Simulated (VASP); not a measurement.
# MoS2 (P6_3/mmc) in VASP: further runs

The runs below take MoS2 through single point, with PBE.

Everything below comes from runs of VASP 6.6.1. Logs are shortened: lines on timing, memory, paths and dates and some standing lists are left out, and cuts for length are marked.

### 1 The cell of the first run

The structure is hexagonal, space group P6_3/mmc (No. 194). Conventional cell: a = 3.140 Å, b = 3.140 Å, c = 12.530 Å, α = 90.00°, β = 90.00°, γ = 120.00°. Within 3.2 Å of Mo (site symmetry -6m2) lie 6 S at 2.40 Å and 6 Mo at 3.14 Å. S (site symmetry 3m) has 3 Mo at 2.40 Å and 7 S at 3.13 to 3.14 Å within 3.2 Å.

### 2 Single point, PBE

INCAR reads:

```
PREC     = Accurate       # precision mode
ENCUT    = 520            # plane-wave cutoff, eV
EDIFF    = 1E-6           # SCF threshold, eV
ISMEAR   = -1             # smearing method
SIGMA    = 0.05           # smearing width, eV
LREAL    = False          # projectors in reciprocal space
LASPH    = True           # aspherical terms in the spheres
NELM     = 100            # most SCF steps
ALGO     = Normal         # electronic algorithm
ISIF     = 2              # what is computed and relaxed
LWAVE    = False          # write WAVECAR
LCHARG   = False          # write CHGCAR
GGA      = PE             # functional
NBANDS   = 35             # bands
```

KPOINTS reads:

```
regular mesh
0
Gamma
  7 7 2
```

POSCAR reads:

```
MoS2
1.0
    3.1400001000      0.0000000000      0.0000000000
   -1.5700000500      2.7193198500      0.0000000000
    0.0000000000      0.0000000000     12.5300000000
Mo S
2 4
Direct
    0.3333333300      0.6666666700      0.2500000000
    0.6666666700      0.3333333300      0.7500000000
    0.3333333300      0.6666666700      0.6250000000
    0.6666666700      0.3333333300      0.1250000000
    0.3333333300      0.6666666700      0.8750000000
    0.6666666700      0.3333333300      0.3750000000
```

Potentials or basis: VASP PAW PBE potentials, release 64 (Mo_sv, S).

Command:

```bash
> cat potpaw_PBE.64/Mo_sv/POTCAR potpaw_PBE.64/S/POTCAR > POTCAR
> mpirun -np 1 vasp_std > vasp.out
```

OUTCAR:

```text
PREC = Accurate
   ENCUT = 520
   EDIFF = 1E-6
   ISMEAR = -1
   LREAL = False
   LASPH = True
   NELM = 100
   ISIF = 2
   GGA = PE

 ion  position               nearest neighbor table
   1  0.333  0.667  0.250-   4 2.40   6 2.40   4 2.40   6 2.40   4 2.40   6 2.40
   2  0.667  0.333  0.750-   3 2.40   5 2.40   3 2.40   5 2.40   3 2.40   5 2.40
   3  0.333  0.667  0.625-   2 2.40   2 2.40   2 2.40
   4  0.667  0.333  0.125-   1 2.40   1 2.40   1 2.40
   5  0.333  0.667  0.875-   2 2.40   2 2.40   2 2.40
   6  0.667  0.333  0.375-   1 2.40   1 2.40   1 2.40

  LATTYP: Found a hexagonal cell.
 ALAT       =     3.1400001000
 C/A-ratio  =     3.9904457328

  Lattice vectors:

 A1 = (   3.1400001000,   0.0000000000,   0.0000000000)
 A2 = (  -1.5700000500,   2.7193198500,   0.0000000000)
 A3 = (   0.0000000000,   0.0000000000,  12.5300000000)

Analysis of symmetry for initial positions (statically):
=====================================================================
 Subroutine PRICEL returns:
 Original cell was already a primitive cell.

 Routine SETGRP: Setting up the symmetry group for a
 hexagonal supercell.

 Subroutine GETGRP returns: Found 24 space group operations
 (whereof 12 operations were pure point group operations)
 out of a pool of 24 trial point group operations.

The static configuration has the point symmetry D_3d.
 The point group associated with its full space group is D_6h.

Analysis of symmetry for dynamics (positions and initial velocities):
=====================================================================
 Subroutine PRICEL returns:
 Original cell was already a primitive cell.

 Routine SETGRP: Setting up the symmetry group for a
 hexagonal supercell.

 Subroutine GETGRP returns: Found 24 space group operations
 (whereof 12 operations were pure point group operations)
 out of a pool of 24 trial point group operations.

The dynamic configuration has the point symmetry D_3d.
 The point group associated with its full space group is D_6h.

 Subroutine INISYM returns: Found 24 space group operations
 (whereof 12 operations are pure point group operations),
 and found     1 'primitive' translations

----------------------------------------------------------------------------------------

                                     Primitive cell

  volume of cell :     106.9895

  direct lattice vectors                    reciprocal lattice vectors
     3.140000100  0.000000000  0.000000000     0.318471327  0.183869507  0.000000000
    -1.570000050  2.719319850  0.000000000     0.000000000  0.367739014  0.000000000
     0.000000000  0.000000000 12.530000000     0.000000000  0.000000000  0.079808460

  length of vectors
     3.140000100  3.140000096 12.530000000     0.367739013  0.367739014  0.079808460

  position of ions in fractional coordinates (direct lattice)
     0.333333330  0.666666670  0.250000000
     0.666666670  0.333333330  0.750000000
     0.333333330  0.666666670  0.625000000
     0.666666670  0.333333330  0.125000000
     0.333333330  0.666666670  0.875000000
     0.666666670  0.333333330  0.375000000

  ion indices of the primitive-cell ions
   primitive index   ion index
                 1           1
                 2           2
                 3           3
                 4           4
                 5           5
                 6           6

----------------------------------------------------------------------------------------

 KPOINTS: regular mesh

Automatic generation of k-mesh.
 Grid dimensions read from file:
 generate k-points for:    7    7    2

 Generating k-lattice:

  Cartesian coordinates                     Fractional coordinates (reciprocal lattice)
     0.045495904  0.026267072  0.000000000     0.142857143 -0.000000000  0.000000000
     0.000000000  0.052534145  0.000000000     0.000000000  0.142857143  0.000000000
     0.000000000  0.000000000  0.039904230     0.000000000  0.000000000  0.500000000

  Length of vectors
     0.052534145  0.052534145  0.039904230

  Shift w.r.t. Gamma in fractional coordinates (k-lattice)
     0.000000000  0.000000000  0.000000000

 Subroutine IBZKPT returns following result:
 ===========================================

 Found     16 irreducible k-points:

 Following reciprocal coordinates:
            Coordinates               Weight
  0.000000  0.000000  0.000000      1.000000
  0.142857  0.000000  0.000000      6.000000
  0.285714  0.000000  0.000000      6.000000
  0.428571 -0.000000  0.000000      6.000000
  0.142857  0.142857  0.000000      6.000000
  0.285714  0.142857  0.000000     12.000000
[... 8 lines left out ...]
  0.428571  0.142857  0.500000      6.000000
  0.285714  0.285714  0.500000      6.000000
   k-points           NKPTS =     16   k-points in BZ     NKDIM =     16   number of bands    NBANDS=     35
   number of dos      NEDOS =    301   number of ions     NIONS =      6
   total plane-waves  NPLWV =  55296
   dimension x,y,z NGX =    24 NGY =   24 NGZ =   96
   dimension x,y,z NGXF=    48 NGYF=   48 NGZF=  192
   ions per type =               2   4
   NGX,Y,Z   is equivalent  to a cutoff of  12.71, 12.71, 12.74 a.u.
   NGXF,Y,Z  is equivalent  to a cutoff of  25.41, 25.41, 25.47 a.u.
 SYSTEM =  unknown system
   PREC   = accura    normal or accurate (medium, high low for compatibility)
   ISTART =      0    job   : 0-new  1-cont  2-samecut
   ICHARG =      2    charge: 1-file 2-atom 10-const
   ISPIN  =      1    spin polarized calculation?
   LNONCOLLINEAR =      F non collinear calculations
   LSORBIT =      F    spin-orbit coupling
   LASPH  =      T    aspherical Exc in radial PAW
   ENCUT  =  520.0 eV  38.22 Ry    6.18 a.u.   5.84  5.84 23.30*2*pi/ulx,y,z
   NELM   =    100;   NELMIN=  2; NELMDL= -5     # of ELM steps
   EDIFF  = 0.1E-05   stopping-criterion for ELM
   LREAL  =      F    real-space projection
   EDIFFG = 0.1E-04   stopping-criterion for IOM
   NSW    =      0    number of steps for IOM
   IBRION =     -1    ionic relax: 0-MD 1-quasi-New 2-CG
   NFREE  =      0    steps in history (QN), initial steepest desc. (CG)
   ISIF   =      2    stress and relaxation
   ISYM   =      2    0-nonsym 1-usesym 2-fastsym
   POTIM  = 0.5000    time-step for ionic-motion
   TEBEG  =    0.0;   TEEND  =   0.0 temperature during run
   PSTRESS=    0.0 pullay stress
   NELECT =      52.0000    total number of electrons
   NUPDOWN=      -1.0000    fix difference up-down
   EMIN   =  10.00;   EMAX   =-10.00  energy-range for DOS
   EFERMI =   0.00;   METHOD = LEGACY
   ISMEAR =    -1;   SIGMA  =   0.05  broadening in eV -4-tet -1-fermi 0-gaus
   EFERMI_NEDOS =   21; number of points for ismear=-14 and -15
   IALGO  =     38    algorithm
   IMIX   =      4    mixing-type and parameters
     AMIX     =   0.40;   BMIX     =  1.00
     AMIX_MAG =   1.60;   BMIX_MAG =  1.00
  volume/ion in A,a.u.               =      17.83       120.33
  Fermi-wavevector in a.u.,A,eV,Ry     =   1.287149  2.432360 22.541499  1.656753
  Thomas-Fermi vector in A             =   2.419181
   LORBIT       =      0    0 simple, 1 ext, 2 COOP (PROOUT), +10 PAW based schemes
   GGA     = PE    functional components
[... 5 lines left out ...]
 non-spin polarized calculation
  energy-cutoff  :      520.00
  volume of cell :      106.99
 maximum number of plane-waves:      2896
 NGX is ok and might be reduce to    24
   NGX = 11   NGY = 11   NGZ = 47

 number of electron      52.0000005 magnetization

 Free energy of the ion-electron system (eV)
  ---------------------------------------------------
  ext. energy  EPLUGINS =         0.00000000
  ---------------------------------------------------
  free energy    TOTEN  =       -43.60247412 eV

  energy without entropy =      -43.60247320  energy(sigma->0) =      -43.60247366

 E-fermi :   7.9022     XC(G=0): -10.7894

 val. band max:        7.3908788727   @ k =   0.0000   0.0000   0.0000
 cond. band min:       8.5093706885   @ k =   0.1429   0.1429   0.0000
 fundamental gap:      1.1184918158
 Fermi energy:         7.9022340037

 k-point     1 :       0.0000    0.0000    0.0000
  band No.  band energies     occupation
      1     -53.9791      2.00000
      2     -53.9791      2.00000
      3     -28.1501      2.00000
      4     -28.1500      2.00000
      5     -27.8964      2.00000
      6     -27.8964      2.00000
[... 27 lines left out ...]
     34      10.0035      0.00000
     35      13.2371      0.00000

 k-point     2 :       0.1429    0.0000    0.0000
  band No.  band energies     occupation
      1     -53.9707      2.00000
      2     -53.9707      2.00000
      3     -28.1338      2.00000
      4     -28.1337      2.00000
      5     -27.9787      2.00000
      6     -27.9787      2.00000
[... 27 lines left out ...]
     34      10.2247      0.00000
     35      14.4402      0.00000

 k-point     3 :       0.2857    0.0000    0.0000
  band No.  band energies     occupation
      1     -53.9518      2.00000
      2     -53.9517      2.00000
      3     -28.1598      2.00000
      4     -28.1598      2.00000
      5     -28.0970      2.00000
      6     -28.0970      2.00000
[... 27 lines left out ...]
     34      10.9972      0.00000
     35      14.9135      0.00000
[... 419 lines left out ...]
 k-point    15 :       0.4286    0.1429    0.5000
  band No.  band energies     occupation
      1     -53.9322      2.00000
      2     -53.9322      2.00000
      3     -28.2962      2.00000
      4     -28.2962      2.00000
      5     -28.0592      2.00000
      6     -28.0592      2.00000
[... 27 lines left out ...]
     34      11.2613      0.00000
     35      13.5678      0.00000

 k-point    16 :       0.2857    0.2857    0.5000
  band No.  band energies     occupation
      1     -53.9304      2.00000
      2     -53.9304      2.00000
      3     -28.2421      2.00000
      4     -28.2421      2.00000
      5     -28.1232      2.00000
      6     -28.1232      2.00000
[... 27 lines left out ...]
     34      11.7519      0.00000
     35      14.2428      0.00000

------------------------ aborting loop because EDIFF is reached ----------------------------------------

  FORCE on cell =-STRESS in cart. coord.  units (eV):
  Direction    XX          YY          ZZ          XY          YZ          ZX
  --------------------------------------------------------------------------------------
  -------------------------------------------------------------------------------------
  Total        3.1862992      3.1862992      2.1698962     -0.0000000      0.0000000      0.0000000
  in kB       47.7151302     47.7151300     32.4943995     -0.0000000      0.0000000      0.0000000
  external PRESSURE =      42.6415532 kB  Pullay stress =       0.0000000 kB

 VOLUME and BASIS-vectors are now :
 -----------------------------------------------------------------------------
  energy-cutoff  :      520.00
  volume of cell :      106.99
      direct lattice vectors                 reciprocal lattice vectors
     3.140000100  0.000000000  0.000000000     0.318471327  0.183869507  0.000000000
    -1.570000050  2.719319850  0.000000000     0.000000000  0.367739014  0.000000000
     0.000000000  0.000000000 12.530000000     0.000000000  0.000000000  0.079808460

 POSITION                                       TOTAL-FORCE (eV/Angst)
 -----------------------------------------------------------------------------------
     -0.00000      1.81288      3.13250         0.000000     -0.000000      0.000000
      1.57000      0.90644      9.39750        -0.000000      0.000000      0.000000
     -0.00000      1.81288      7.83125        -0.000000      0.000000     -0.118163
      1.57000      0.90644      1.56625         0.000000     -0.000000     -0.118163
     -0.00000      1.81288     10.96375        -0.000000      0.000000      0.118163
      1.57000      0.90644      4.69875         0.000000      0.000000      0.118163
 -----------------------------------------------------------------------------------
    total drift:                               -0.000014      0.000008     -0.000000

  FREE ENERGIE OF THE ION-ELECTRON SYSTEM (eV)
  ---------------------------------------------------
  free  energy   TOTEN  =       -43.6024741204 eV

  energy  without entropy=      -43.6024731990  energy(sigma->0) =      -43.60247366
```

Run time: 58 s. Hardware: 1 thread of Intel Xeon 8259CL, shared host; peak memory 0.24 GiB.

What came out:

- Free energy: -43.6025 eV
- Pressure: 4.3 GPa
- Largest force: 0.118 eV/Å
- Band gap on the k mesh: 1.12 eV (least direct gap 2.14 eV)

Forces in eV/Å, atoms in the order of the input:
```
Mo   0.000  0.000  0.000
Mo   0.000  0.000  0.000
S    0.000  0.000 -0.118
S    0.000  0.000 -0.118
S    0.000  0.000  0.118
S    0.000  0.000  0.118
```

Levels at points of the mesh, in eV from the valence-band top:
```
           k point  band 24  band 25  band 26  band 27  band 28  band 29
(0.00, 0.00, 0.00)    -1.29    -1.11     0.00     2.30     2.30     2.32
(0.00, 0.00, 0.50)    -2.00    -0.29    -0.29     2.30     2.30     2.30
```

Caveat: the cell stands under pressure; an odd mesh through Γ misses points on the zone boundary, where band edges can lie; this functional lacks dispersion, which binds the layers, so the pressure and a relaxed spacing across them are unreliable.

(Part 1 of 2 ends here.)
